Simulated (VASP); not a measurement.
# MgS (F-43m) in VASP: G0W0 quasiparticle levels with PBE

Aim: the G0W0 quasiparticle levels of MgS with PBE.

Everything below comes from runs of VASP 6.6.1. Logs are shortened: lines on timing, memory, paths and dates and some standing lists are left out, and cuts for length are marked.

### 1 The cell of the first run

The structure is cubic, space group F-43m (No. 216). The conventional cell has a = 5.662 Å, b = 5.662 Å, c = 5.662 Å, α = 90.00°, β = 90.00°, γ = 90.00°. Mg (site symmetry -43m) has 4 S at 2.45 Å within 3.2 Å. S (site symmetry -43m) has 4 Mg at 2.45 Å within 3.2 Å.

### 2 G0W0 quasiparticle levels, PBE

Input file POSCAR:

```
MgS
1.0
    0.0000000000      2.8308768404      2.8308768404
    2.8308768404      0.0000000000      2.8308768404
    2.8308768404      2.8308768404      0.0000000000
Mg S
1 1
Direct
    0.0000000000      0.0000000000      0.0000000000
    0.2500000000      0.2500000000      0.2500000000
```

Input file INCAR.step1:

```
SYSTEM = MgS
PREC = Accurate
ENCUT = 500
EDIFF = 1E-8
ISMEAR = 0
SIGMA = 0.01
LREAL = .False.
LASPH = .True.
NELM = 100
ALGO = Normal
LWAVE = .True.
LCHARG = .False.
GGA = PE
```

Input file INCAR.step2:

```
SYSTEM = MgS
PREC = Accurate
ENCUT = 500
EDIFF = 1E-8
ISMEAR = 0
SIGMA = 0.01
LREAL = .False.
LASPH = .True.
NELM = 1
ALGO = Exact
LWAVE = .True.
LCHARG = .False.
GGA = PE
NBANDS = 317
LOPTICS = .True.
ISTART = 1
```

Input file INCAR.step3:

```
SYSTEM = MgS
PREC = Accurate
ENCUT = 500
EDIFF = 1E-8
ISMEAR = 0
SIGMA = 0.01
LREAL = .False.
LASPH = .True.
ALGO = EVGW0
LWAVE = .False.
LCHARG = .False.
GGA = PE
NELMGW = 1
NBANDS = 317
ENCUTGW = 200
NOMEGA = 96
PRECFOCK = Fast
ISTART = 1
NBANDSGW = 12
OMEGAMAX = 20
```

Input file KPOINTS:

```
Automatic mesh
0
Gamma
  4 4 4
  0 0 0
```

Potentials or basis: VASP PAW PBE potentials, release 64 (Mg_GW, S_GW).

On the command line:

```bash
$ cat potpaw_PBE.64/Mg_GW/POTCAR potpaw_PBE.64/S_GW/POTCAR > POTCAR
$ cp INCAR.step1 INCAR
$ mpirun -np 1 vasp_std > vasp.out
$ cp INCAR.step2 INCAR
$ mpirun -np 1 vasp_std > vasp.out
$ cp INCAR.step3 INCAR
$ mpirun -np 1 vasp_std > vasp.out
```

OUTCAR:

```text
SYSTEM = MgS
   PREC = Accurate
   ENCUT = 500
   EDIFF = 1E-8
   ISMEAR = 0
   LREAL = .False.
   LASPH = .True.
   GGA = PE
   NELMGW = 1
   ENCUTGW = 200
   PRECFOCK = Fast
   ISTART = 1

 ion  position               nearest neighbor table
   1  0.000  0.000  0.000-   2 2.45   2 2.45   2 2.45   2 2.45
   2  0.250  0.250  0.250-   1 2.45   1 2.45   1 2.45   1 2.45

  LATTYP: Found a face centered cubic cell.
 ALAT       =     5.6617536808

  Lattice vectors:

 A1 = (   0.0000000000,   2.8308768404,   2.8308768404)
 A2 = (   2.8308768404,   0.0000000000,   2.8308768404)
 A3 = (   2.8308768404,   2.8308768404,   0.0000000000)

Analysis of symmetry for initial positions (statically):
=====================================================================
 Subroutine PRICEL returns:
 Original cell was already a primitive cell.

 Routine SETGRP: Setting up the symmetry group for a
 face centered cubic supercell.

 Subroutine GETGRP returns: Found 24 space group operations
 (whereof 24 operations were pure point group operations)
 out of a pool of 48 trial point group operations.

The static configuration has the point symmetry T_d .

Analysis of symmetry for dynamics (positions and initial velocities):
=====================================================================
 Subroutine PRICEL returns:
 Original cell was already a primitive cell.

 Routine SETGRP: Setting up the symmetry group for a
 face centered cubic supercell.

 Subroutine GETGRP returns: Found 24 space group operations
 (whereof 24 operations were pure point group operations)
 out of a pool of 48 trial point group operations.

The dynamic configuration has the point symmetry T_d .

 Subroutine INISYM returns: Found 24 space group operations
 (whereof 24 operations are pure point group operations),
 and found     1 'primitive' translations

----------------------------------------------------------------------------------------

                                     Primitive cell

  volume of cell :      45.3725

  direct lattice vectors                    reciprocal lattice vectors
     0.000000000  2.830876840  2.830876840    -0.176623721  0.176623721  0.176623721
     2.830876840  0.000000000  2.830876840     0.176623721 -0.176623721  0.176623721
     2.830876840  2.830876840  0.000000000     0.176623721  0.176623721 -0.176623721

  length of vectors
     4.003464421  4.003464421  4.003464421     0.305921258  0.305921258  0.305921258

  position of ions in fractional coordinates (direct lattice)
     0.000000000  0.000000000  0.000000000
     0.250000000  0.250000000  0.250000000

  ion indices of the primitive-cell ions
   primitive index   ion index
                 1           1
                 2           2

----------------------------------------------------------------------------------------

 KPOINTS: Automatic mesh

Automatic generation of k-mesh.
 Grid dimensions read from file:
 generate k-points for:    4    4    4

 Generating k-lattice:

  Cartesian coordinates                     Fractional coordinates (reciprocal lattice)
    -0.044155930  0.044155930  0.044155930     0.250000000  0.000000000  0.000000000
     0.044155930 -0.044155930  0.044155930     0.000000000  0.250000000  0.000000000
     0.044155930  0.044155930 -0.044155930     0.000000000  0.000000000  0.250000000

  Length of vectors
     0.076480314  0.076480314  0.076480314

  Shift w.r.t. Gamma in fractional coordinates (k-lattice)
     0.000000000  0.000000000  0.000000000

 Subroutine IBZKPT returns following result:
 ===========================================

 Found      8 irreducible k-points:

 Following reciprocal coordinates:
            Coordinates               Weight
  0.000000  0.000000  0.000000      1.000000
  0.250000  0.000000  0.000000      8.000000
  0.500000  0.000000  0.000000      4.000000
  0.250000  0.250000  0.000000      6.000000
  0.500000  0.250000  0.000000     24.000000
 -0.250000  0.250000  0.000000     12.000000
  0.500000  0.500000  0.000000      3.000000
 -0.250000  0.500000  0.250000      6.000000
   k-points           NKPTS =      8   k-points in BZ     NKDIM =     64   number of bands    NBANDS=    317
   number of dos      NEDOS =    301   number of ions     NIONS =      2
   total plane-waves  NPLWV =  27000
   dimension x,y,z NGX =    30 NGY =   30 NGZ =   30
   dimension x,y,z NGXF=    60 NGYF=   60 NGZF=   60
   ions per type =               1   1
   NGX,Y,Z   is equivalent  to a cutoff of  12.46, 12.46, 12.46 a.u.
   NGXF,Y,Z  is equivalent  to a cutoff of  24.92, 24.92, 24.92 a.u.
 SYSTEM =  MgS
   PREC   = accura    normal or accurate (medium, high low for compatibility)
   ISTART =      1    job   : 0-new  1-cont  2-samecut
   ICHARG =      0    charge: 1-file 2-atom 10-const
   ISPIN  =      1    spin polarized calculation?
   LNONCOLLINEAR =      F non collinear calculations
   LSORBIT =      F    spin-orbit coupling
   LASPH  =      T    aspherical Exc in radial PAW
   ENCUT  =  500.0 eV  36.75 Ry    6.06 a.u.   7.30  7.30  7.30*2*pi/ulx,y,z
   NELM   =     60;   NELMIN=  2; NELMDL=  0     # of ELM steps
   EDIFF  = 0.1E-07   stopping-criterion for ELM
   LREAL  =      F    real-space projection
   EDIFFG = 0.1E-06   stopping-criterion for IOM
   NSW    =      0    number of steps for IOM
   IBRION =     -1    ionic relax: 0-MD 1-quasi-New 2-CG
   NFREE  =      0    steps in history (QN), initial steepest desc. (CG)
   ISIF   =      0    stress and relaxation
   ISYM   =      3    0-nonsym 1-usesym 2-fastsym
   POTIM  = 0.5000    time-step for ionic-motion
   TEBEG  =    0.0;   TEEND  =   0.0 temperature during run
   PSTRESS=    0.0 pullay stress
   NELECT =       8.0000    total number of electrons
   NUPDOWN=      -1.0000    fix difference up-down
   EMIN   =  10.00;   EMAX   =-10.00  energy-range for DOS
   EFERMI =   0.00;   METHOD = LEGACY
   ISMEAR =     0;   SIGMA  =   0.01  broadening in eV -4-tet -1-fermi 0-gaus
   EFERMI_NEDOS =   21; number of points for ismear=-14 and -15
   IALGO  =     38    algorithm
   IMIX   =      4    mixing-type and parameters
     AMIX     =   0.40;   BMIX     =  1.00
     AMIX_MAG =   1.60;   BMIX_MAG =  1.00
  volume/ion in A,a.u.               =      22.69       153.09
  Fermi-wavevector in a.u.,A,eV,Ry     =   0.917995  1.734760 11.465842  0.842716
  Thomas-Fermi vector in A             =   2.043027
   LORBIT       =      0    0 simple, 1 ext, 2 COOP (PROOUT), +10 PAW based schemes
   GGA     = PE    functional components
   LHFCALC =     T    Hartree Fock is set to
   PRECFOCK=fast      Normal, Fast or Accurate (Low or Medium for compatibility)
   ENCUT4O =  -1.0   cutoff for four orbital integrals eV
   NKREDX  =     1    reduce k-point grid by
   NKREDY  =     1    reduce k-point grid by
   NKREDZ  =     1    reduce k-point grid by
   AEXX    =    1.0000 exact exchange contribution
   HFSCREEN=    0.0000 screening length (either q_TF or 0.3 A-1)
   HFSCREENC=   0.0000 screening length for correlation (either q_TF or 0.3 A-1)
   ENCUTFOCK=  -1.0 apply spherical cutoff to Coloumb kernel
   IVDW    =     0    specifies the selected vdW correction
   LEPSILON=     F    determine dielectric tensor
   LRPA    =     F    only Hartree local field effects (RPA)
   LRPAFORCE           =     F    calculate RPA forces
   ENCUTGW             = 200.0    cutoff for response function in eV
   ENCUTGWSOFT         = 160.0    soft cutoff for Coulomb kernel in GW response function in eV
   ENCUTLF             =  -1.0    cutoff for local field effects
   NELMGW              =     1    number of iterations in solving QP/BSE equation
   NELMHF              =     1    number of iterations in the inner HF iteration
   NKREDLFX            =     1    NKREDLFY  =   1   NKREDLFZ  =   1
 non-spin polarized calculation
 Gauss-broadening in eV      SIGMA  =   0.01
  energy-cutoff  :      500.00
  volume of cell :       45.37
 maximum number of plane-waves:      1174
 NGX is ok and might be reduce to    30
  NGX = 18; NGY = 18; NGZ = 18
   NGX = 15   NGY = 15   NGZ = 15
 maximum number of plane-waves:       303

 QP shifts <psi_nk| G(iteration)W_0 |psi_nk>: iteration 1
 for sc-GW calculations column KS-energies equals QP-energies in previous step
 and V_xc(KS)=  KS-energies - (<T + V_ion + V_H > + <T+V_H+V_ion>^1  + <V_x>^1)

 k-point   1 :       0.0000    0.0000    0.0000
  band No.  KS-energies  QP-energies   sigma(KS)   V_xc(KS)     V^pw_x(r,r')   Z            occupation Imag(sigma)

      1     -10.1836     -11.2062     -14.2435     -12.8414     -20.9013       0.7294       2.0000       1.3522
      2       1.0860      -0.2395     -14.6612     -12.9220     -16.1864       0.7622       2.0000       0.0362
      3       1.0860      -0.2395     -14.6612     -12.9220     -16.1864       0.7622       2.0000       0.0362
      4       1.0860      -0.2395     -14.6612     -12.9220     -16.1864       0.7622       2.0000       0.0362
      5       4.5383       4.9266      -7.8186      -8.3030      -4.3183       0.8018       0.0000      -0.0527
      6       9.0009       9.7439      -7.8542      -8.8021      -3.8217       0.7838       0.0000      -0.0691
      7       9.0009       9.7439      -7.8542      -8.8021      -3.8217       0.7838       0.0000      -0.0691
      8       9.0009       9.7439      -7.8542      -8.8021      -3.8217       0.7838       0.0000      -0.0691
      9      11.8469      12.6412      -8.4659      -9.4988      -3.9342       0.7691       0.0000      -0.1177
     10      11.8469      12.6412      -8.4659      -9.4988      -3.9342       0.7691       0.0000      -0.1177
     11      14.8007      15.0523      -6.3469      -6.6801      -1.4227       0.7549       0.0000      -0.3099
     12      15.0086      15.1413      -6.6786      -6.8549      -1.5578       0.7530       0.0000      -0.4930

 k-point   2 :       0.2500    0.0000    0.0000
  band No.  KS-energies  QP-energies   sigma(KS)   V_xc(KS)     V^pw_x(r,r')   Z            occupation Imag(sigma)
[... 97 lines left out ...]
      1      -9.2730     -10.1180     -14.9518     -13.7018     -21.3944       0.6760       2.0000       1.0281
      2      -1.2125      -2.6226     -13.0112     -11.1066     -15.1631       0.7403       2.0000       0.0620
      3      -0.7447      -2.2014     -13.2139     -11.2622     -15.2082       0.7464       2.0000       0.0530
      4      -0.2383      -1.6417     -13.3012     -11.4385     -15.0990       0.7534       2.0000       0.0446
      5       6.6110       6.9817      -7.7393      -8.2064      -4.1219       0.7937       0.0000      -0.0585
      6       8.9779       9.8355      -8.9919     -10.1028      -4.7992       0.7720       0.0000      -0.0734
      7       9.2639       9.7970      -8.1032      -8.7821      -4.1026       0.7852       0.0000      -0.0698
      8       9.6050      10.1550      -7.3839      -8.0958      -3.0917       0.7727       0.0000      -0.0888
      9      13.6858      14.1806      -8.2235      -8.9066      -2.8358       0.7243       0.0000      -0.2951
     10      14.7634      15.6730     -10.0033     -11.2365      -4.5618       0.7376       0.0000      -0.2879
     11      14.8454      15.1858      -8.2334      -8.6953      -2.8809       0.7368       0.0000      -0.3784
     12      16.0487      16.8056      -9.3588     -10.3531      -3.7908       0.7613       0.0000      -0.4751
```

Wall time 3.6 min (1 thread of Intel Xeon 6975P-C (Granite Rapids), shared host); peak memory 0.82 GiB.

What came out:

| Item | Value |
| --- | --- |
| Quasiparticle gap | 5.17 eV |
| Least direct quasiparticle gap | 5.17 eV |
| Band gap of the starting levels on the mesh | 3.45 eV |
| Least direct gap of the starting levels on the mesh | 3.45 eV |

Caveat: the k points lie up to 0.48 Å⁻¹ apart; bands, screening cutoff and mesh are small and nothing is extrapolated, so the quasiparticle values aren't converged; the structure was generated, so it needn't be the stable form of MgS.
